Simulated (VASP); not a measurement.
# Cu2NiO3 (P6/mmm) in VASP: relaxation of cell and atoms with PBE

Aim: the relaxation of cell and atoms of Cu2NiO3 with PBE.

Program: VASP 6.6.1. These are calculated values, not measurements. Logs are shortened: lines on timing, memory, paths and dates and some standing lists are left out, and cuts for length are marked.

**1. The cell of the first run**

Symmetry: P6/mmm, No. 191, hexagonal system. Conventional cell: a = 5.256 Å, b = 5.256 Å, c = 2.698 Å, α = 90.00°, β = 90.00°, γ = 120.00°. Cu (site symmetry -6m2) has 6 O at 2.03 Å and 2 Cu at 2.70 Å within 2.7 Å. Within 3.6 Å of Ni (site symmetry 6/mmm) lie 2 Ni at 2.70 Å and 12 O at 2.95 Å and 6 Cu at 3.03 Å. Within 2.7 Å of O (site symmetry mmm) lie 4 Cu at 2.03 Å and 6 O at 2.63 to 2.70 Å.

The cell was generated, and may not be a known phase.

**2. Relaxation of cell and atoms, PBE, collinear spin, ferromagnetic start**

INCAR

```
SYSTEM = Cu2NiO3
ALGO     = Normal         ! electronic algorithm
EDIFF    = 1E-6           ! SCF threshold, eV
EDIFFG   = -0.04          ! ionic threshold
ENCUT    = 600            ! plane-wave cutoff, eV
GGA      = PE             ! functional
IBRION   = 2              ! ionic algorithm
ISIF     = 3              ! what is computed and relaxed
ISMEAR   = 0              ! smearing method
ISPIN    = 2              ! spin polarisation
LASPH    = .True.         ! aspherical terms in the spheres
LCHARG   = .False.        ! write CHGCAR
LMAXMIX  = 4              ! l up to which the mixer works
LORBIT   = 11             ! projections on sites
LREAL    = .False.        ! projectors in reciprocal space
LWAVE    = .False.        ! write WAVECAR
MAGMOM   = 0.42 0.42 1.19 0.29 0.29 0.29 ! initial moments
NELM     = 150            ! most SCF steps
NSW      = 90             ! ionic steps
PREC     = Accurate       ! precision mode
SIGMA    = 0.1            ! smearing width, eV
```

KPOINTS

```
k-points
0
Gamma
  6 6 6
  0 0 0
```

POSCAR

```
Cu2NiO3
1.0
    5.2555166835      0.0000000000      0.0000000000
   -2.6277583417      4.5514109579      0.0000000000
    0.0000000000      0.0000000000      2.6979088576
Cu Ni O
2 1 3
Direct
    0.3333333333      0.6666666667      0.0000000000
    0.6666666667      0.3333333333      0.0000000000
    0.0000000000      0.0000000000      0.0000000000
    0.5000000000      0.0000000000      0.5000000000
    0.0000000000      0.5000000000      0.5000000000
    0.5000000000      0.5000000000      0.5000000000
```

Potentials or basis: VASP PAW PBE potentials, release 64 (Cu, Ni, O).

Run with:

```
> cat potpaw_PBE.64/Cu/POTCAR potpaw_PBE.64/Ni/POTCAR potpaw_PBE.64/O/POTCAR > POTCAR
> mpirun -np 1 vasp_std > vasp.out
```

OUTCAR:

```text
SYSTEM = Cu2NiO3
   EDIFF = 1E-6
   EDIFFG = -0.04
   ENCUT = 600
   GGA = PE
   IBRION = 2
   ISIF = 3
   ISMEAR = 0
   ISPIN = 2
   LASPH = .True.
   LORBIT = 11
   LREAL = .False.
   NELM = 150
   NSW = 90
   PREC = Accurate

 ion  position               nearest neighbor table
   1  0.333  0.667  0.000-   4 2.03   4 2.03   5 2.03   5 2.03   6 2.03   6 2.03
   2  0.667  0.333  0.000-   4 2.03   4 2.03   5 2.03   5 2.03   6 2.03   6 2.03
   3  0.000  0.000  0.000-
   4  0.500  0.000  0.500-   1 2.03   2 2.03   1 2.03   2 2.03
   5  0.000  0.500  0.500-   1 2.03   2 2.03   1 2.03   2 2.03
   6  0.500  0.500  0.500-   1 2.03   2 2.03   1 2.03   2 2.03

  LATTYP: Found a hexagonal cell.
 ALAT       =     5.2555166835
 C/A-ratio  =     0.5133479770

  Lattice vectors:

 A1 = (   5.2555166835,   0.0000000000,   0.0000000000)
 A2 = (  -2.6277583417,   4.5514109579,   0.0000000000)
 A3 = (   0.0000000000,   0.0000000000,   2.6979088576)

Analysis of symmetry for initial positions (statically):
=====================================================================
 Subroutine PRICEL returns:
 Original cell was already a primitive cell.

 Routine SETGRP: Setting up the symmetry group for a
 hexagonal supercell.

 Subroutine GETGRP returns: Found 24 space group operations
 (whereof 24 operations were pure point group operations)
 out of a pool of 24 trial point group operations.

The static configuration has the point symmetry D_6h.

Analysis of symmetry for dynamics (positions and initial velocities):
=====================================================================
 Subroutine PRICEL returns:
 Original cell was already a primitive cell.

 Routine SETGRP: Setting up the symmetry group for a
 hexagonal supercell.

 Subroutine GETGRP returns: Found 24 space group operations
 (whereof 24 operations were pure point group operations)
 out of a pool of 24 trial point group operations.

The dynamic configuration has the point symmetry D_6h.

Analysis of structural, dynamic, and magnetic symmetry:
=====================================================================
 Subroutine PRICEL returns:
 Original cell was already a primitive cell.

 Routine SETGRP: Setting up the symmetry group for a
 hexagonal supercell.

 Subroutine GETGRP returns: Found 24 space group operations
 (whereof 24 operations were pure point group operations)
 out of a pool of 24 trial point group operations.

The overall configuration has the point symmetry D_6h.

 Subroutine INISYM returns: Found 24 space group operations
 (whereof 24 operations are pure point group operations),
 and found     1 'primitive' translations

----------------------------------------------------------------------------------------

                                     Primitive cell

  volume of cell :      64.5340

  direct lattice vectors                    reciprocal lattice vectors
     5.255516683  0.000000000  0.000000000     0.190276249  0.109856043  0.000000000
    -2.627758342  4.551410958  0.000000000     0.000000000  0.219712087  0.000000000
     0.000000000  0.000000000  2.697908858     0.000000000  0.000000000  0.370657444

  length of vectors
     5.255516683  5.255516683  2.697908858     0.219712087  0.219712087  0.370657444

  position of ions in fractional coordinates (direct lattice)
     0.333333333  0.666666667  0.000000000
     0.666666667  0.333333333  0.000000000
     0.000000000  0.000000000  0.000000000
     0.500000000  0.000000000  0.500000000
     0.000000000  0.500000000  0.500000000
     0.500000000  0.500000000  0.500000000

  ion indices of the primitive-cell ions
   primitive index   ion index
                 1           1
                 2           2
                 3           3
                 4           4
                 5           5
                 6           6

----------------------------------------------------------------------------------------

 KPOINTS: k-points

Automatic generation of k-mesh.
 Grid dimensions read from file:
 generate k-points for:    6    6    6

 Generating k-lattice:

  Cartesian coordinates                     Fractional coordinates (reciprocal lattice)
     0.031712708  0.018309341  0.000000000     0.166666667  0.000000000  0.000000000
     0.000000000  0.036618681  0.000000000     0.000000000  0.166666667  0.000000000
     0.000000000  0.000000000  0.061776241     0.000000000  0.000000000  0.166666667

  Length of vectors
     0.036618681  0.036618681  0.061776241

  Shift w.r.t. Gamma in fractional coordinates (k-lattice)
     0.000000000  0.000000000  0.000000000

 Subroutine IBZKPT returns following result:
 ===========================================

 Found     28 irreducible k-points:

 Following reciprocal coordinates:
            Coordinates               Weight
  0.000000  0.000000  0.000000      1.000000
  0.166667  0.000000  0.000000      6.000000
  0.333333  0.000000  0.000000      6.000000
  0.500000  0.000000  0.000000      3.000000
  0.166667  0.166667  0.000000      6.000000
  0.333333  0.166667  0.000000     12.000000
[... 16 lines left out ...]
  0.166667  0.000000  0.500000      6.000000
  0.333333  0.000000  0.500000      6.000000
 [... further k-points ...]
   k-points           NKPTS =     28   k-points in BZ     NKDIM =     28   number of bands    NBANDS=     31
   number of dos      NEDOS =    301   number of ions     NIONS =      6
   total plane-waves  NPLWV =  42336
   dimension x,y,z NGX =    42 NGY =   42 NGZ =   24
   dimension x,y,z NGXF=    84 NGYF=   84 NGZF=   48
   ions per type =               2   1   3
   NGX,Y,Z   is equivalent  to a cutoff of  13.29, 13.29, 14.79 a.u.
   NGXF,Y,Z  is equivalent  to a cutoff of  26.57, 26.57, 29.58 a.u.
 SYSTEM =  Cu2NiO3
   PREC   = accura    normal or accurate (medium, high low for compatibility)
   ISTART =      0    job   : 0-new  1-cont  2-samecut
   ICHARG =      2    charge: 1-file 2-atom 10-const
   ISPIN  =      2    spin polarized calculation?
   LNONCOLLINEAR =      F non collinear calculations
   LSORBIT =      F    spin-orbit coupling
   LASPH  =      T    aspherical Exc in radial PAW
   ENCUT  =  600.0 eV  44.10 Ry    6.64 a.u.  10.50 10.50  5.39*2*pi/ulx,y,z
   NELM   =    150;   NELMIN=  2; NELMDL= -5     # of ELM steps
   EDIFF  = 0.1E-05   stopping-criterion for ELM
   LREAL  =      F    real-space projection
   EDIFFG = -.4E-01   stopping-criterion for IOM
   NSW    =     90    number of steps for IOM
   IBRION =      2    ionic relax: 0-MD 1-quasi-New 2-CG
   NFREE  =      1    steps in history (QN), initial steepest desc. (CG)
   ISIF   =      3    stress and relaxation
   ISYM   =      2    0-nonsym 1-usesym 2-fastsym
   POTIM  = 0.5000    time-step for ionic-motion
   TEBEG  =    0.0;   TEEND  =   0.0 temperature during run
   PSTRESS=    0.0 pullay stress
   NELECT =      50.0000    total number of electrons
   NUPDOWN=      -1.0000    fix difference up-down
   EMIN   =  10.00;   EMAX   =-10.00  energy-range for DOS
   EFERMI =   0.00;   METHOD = LEGACY
   ISMEAR =     0;   SIGMA  =   0.10  broadening in eV -4-tet -1-fermi 0-gaus
   EFERMI_NEDOS =   21; number of points for ismear=-14 and -15
   IALGO  =     38    algorithm
   IMIX   =      4    mixing-type and parameters
     AMIX     =   0.40;   BMIX     =  1.00
     AMIX_MAG =   1.60;   BMIX_MAG =  1.00
  volume/ion in A,a.u.               =      10.76        72.58
  Fermi-wavevector in a.u.,A,eV,Ry     =   1.503610  2.841411 30.760643  2.260844
  Thomas-Fermi vector in A             =   2.614698
   LORBIT       =     11    0 simple, 1 ext, 2 COOP (PROOUT), +10 PAW based schemes
   GGA     = PE    functional components
   LHFCALC =     F    Hartree Fock is set to
   AEXX    =    0.0000 exact exchange contribution
   IVDW    =     0    specifies the selected vdW correction
   LEPSILON=     F    determine dielectric tensor
   LRPA    =     F    only Hartree local field effects (RPA)
 conjugate gradient relaxation of ions
 spin polarized calculation
 Gauss-broadening in eV      SIGMA  =   0.10
  energy-cutoff  :      600.00
  volume of cell :       64.53
 maximum number of plane-waves:      2171
 NGX is ok and might be reduce to    42
   NGX = 21   NGY = 21   NGZ = 11

 number of electron      50.0000024 magnetization       1.4902844

 Free energy of the ion-electron system (eV)
  ---------------------------------------------------
  ext. energy  EPLUGINS =         0.00000000
  ---------------------------------------------------
  free energy    TOTEN  =       -26.68595129 eV

  energy without entropy =      -26.64172993  energy(sigma->0) =      -26.66384061

 E-fermi :   4.9127     XC(G=0): -11.6641

 val. band max:        4.9088275237   @ k =   0.0000   0.0000   0.1667
 cond. band min:       4.9231775986   @ k =   0.1667   0.1667   0.3333
 fundamental gap:      0.0143500749
 Fermi energy:         4.9127311053

 spin component 1

 k-point     1 :       0.0000    0.0000    0.0000
  band No.  band energies     occupation
      1     -14.3276      1.00000
      2     -12.8662      1.00000
      3     -12.8662      1.00000
      4      -2.9818      1.00000
      5      -0.2360      1.00000
      6      -0.2360      1.00000
[... 23 lines left out ...]
     30      12.1800      0.00000
     31      12.1800      0.00000

 k-point     2 :       0.1667    0.0000    0.0000
  band No.  band energies     occupation
      1     -14.2541      1.00000
      2     -12.9723      1.00000
      3     -12.8687      1.00000
      4      -2.7562      1.00000
      5      -0.4386      1.00000
      6      -0.0973      1.00000
[... 740 lines left out ...]
 k-point    24 :       0.3333    0.0000    0.5000
  band No.  band energies     occupation
      1     -13.1042      1.00000
      2     -12.5738      1.00000
      3     -12.3616      1.00000
      4      -1.9653      1.00000
      5      -1.0959      1.00000
      6      -0.8817      1.00000
[... 23 lines left out ...]
     30      12.0238      0.00000
     31      12.1919      0.00000

 [... further k-points ...]

 spin component 2

 k-point     1 :       0.0000    0.0000    0.0000
  band No.  band energies     occupation
      1     -14.2088      1.00000
      2     -12.7284      1.00000
      3     -12.7284      1.00000
      4      -2.9387      1.00000
      5      -0.1492      1.00000
      6      -0.1492      1.00000
[... 23 lines left out ...]
     30      12.3402      0.00000
     31      12.3402      0.00000

 k-point     2 :       0.1667    0.0000    0.0000
  band No.  band energies     occupation
      1     -14.1345      1.00000
      2     -12.8363      1.00000
      3     -12.7310      1.00000
      4      -2.7112      1.00000
      5      -0.3521      1.00000
      6      -0.0065      1.00000
[... 740 lines left out ...]
 k-point    24 :       0.3333    0.0000    0.5000
  band No.  band energies     occupation
      1     -12.9714      1.00000
      2     -12.4342      1.00000
      3     -12.2190      1.00000
      4      -1.8544      1.00000
      5      -0.9674      1.00000
      6      -0.8151      1.00000
[... 23 lines left out ...]
     30      12.1818      0.00000
     31      12.2379      0.00000

 [... further k-points ...]
[... 5 lines left out ...]
  --------------------------------------------------------------------------------------
  -------------------------------------------------------------------------------------
  Total       -0.1007848     -0.1007848      0.1331025     -0.0000000     -0.0000000      0.0000000
  in kB       -2.5021712     -2.5021712      3.3045184     -0.0000000     -0.0000000      0.0000000
  external PRESSURE =      -0.5666080 kB  Pullay stress =       0.0000000 kB

 VOLUME and BASIS-vectors are now :
 -----------------------------------------------------------------------------
  energy-cutoff  :      600.00
  volume of cell :       64.53
      direct lattice vectors                 reciprocal lattice vectors
     5.255516683  0.000000000  0.000000000     0.190276249  0.109856043  0.000000000
    -2.627758342  4.551410958  0.000000000     0.000000000  0.219712087  0.000000000
     0.000000000  0.000000000  2.697908858     0.000000000  0.000000000  0.370657444

 POSITION                                       TOTAL-FORCE (eV/Angst)
 -----------------------------------------------------------------------------------
     -0.00000      3.03427      0.00000         0.000000     -0.000000     -0.000000
      2.62776      1.51714      0.00000        -0.000000      0.000000      0.000000
      0.00000      0.00000      0.00000         0.000000      0.000000      0.000000
      2.62776      0.00000      1.34895         0.000000      0.000000      0.000000
     -1.31388      2.27571      1.34895         0.000000      0.000000      0.000000
      1.31388      2.27571      1.34895         0.000000      0.000000      0.000000
 -----------------------------------------------------------------------------------
    total drift:                               -0.000000      0.000000      0.000000

  FREE ENERGIE OF THE ION-ELECTRON SYSTEM (eV)
  ---------------------------------------------------
  free  energy   TOTEN  =       -26.6859512887 eV

  energy  without entropy=      -26.6417299299  energy(sigma->0) =      -26.66384061

 reached required accuracy - stopping structural energy minimisation

 total charge

# of ion       s       p       d       tot
------------------------------------------
    1        0.351   0.417   9.078   9.846
    2        0.351   0.417   9.078   9.846
    3        0.229   0.113   8.355   8.697
    4        1.591   3.309   0.000   4.900
    5        1.591   3.309   0.000   4.900
    6        1.591   3.309   0.000   4.900
--------------------------------------------------
tot          5.703  10.874  26.511  43.089

 magnetization (x)

# of ion       s       p       d       tot
------------------------------------------
    1       -0.001  -0.000   0.092   0.091
    2       -0.001  -0.000   0.092   0.091
    3       -0.003  -0.004   1.073   1.066
    4        0.001   0.076   0.000   0.077
    5        0.001   0.076   0.000   0.077
    6        0.001   0.076   0.000   0.077
--------------------------------------------------
tot         -0.002   0.223   1.257   1.478
```

It took 3 min on 1 thread of Intel Xeon 6975P-C (Granite Rapids), shared host; peak memory 0.3 GiB.

What came out:

- Free energy: -26.6860 eV
- Pressure after relaxing: -0.1 GPa
- Net moment: 1.49 μB per cell
- Site moments: Cu +0.09; Ni +1.07; O +0.08 μB
- Valence electrons inside the program's atomic spheres: Cu 9.85; Ni 8.70; O 4.90

Final structure:
```
Cu Ni O
1.0
     5.25552    0.00000    0.00000
    -2.62776    4.55141    0.00000
     0.00000    0.00000    2.69791
Cu Ni O
2 1 3
Direct
  0.33333 0.66667 0.00000
  0.66667 0.33333 0.00000
  0.00000 0.00000 0.00000
  0.50000 0.00000 0.50000
  0.00000 0.50000 0.50000
  0.50000 0.50000 0.50000
```

Caveat: the k points lie up to 0.39 Å⁻¹ apart in the final cell; semilocal functionals often make such compounds metallic where correlation or magnetic order opens a gap, which also shifts bond lengths.
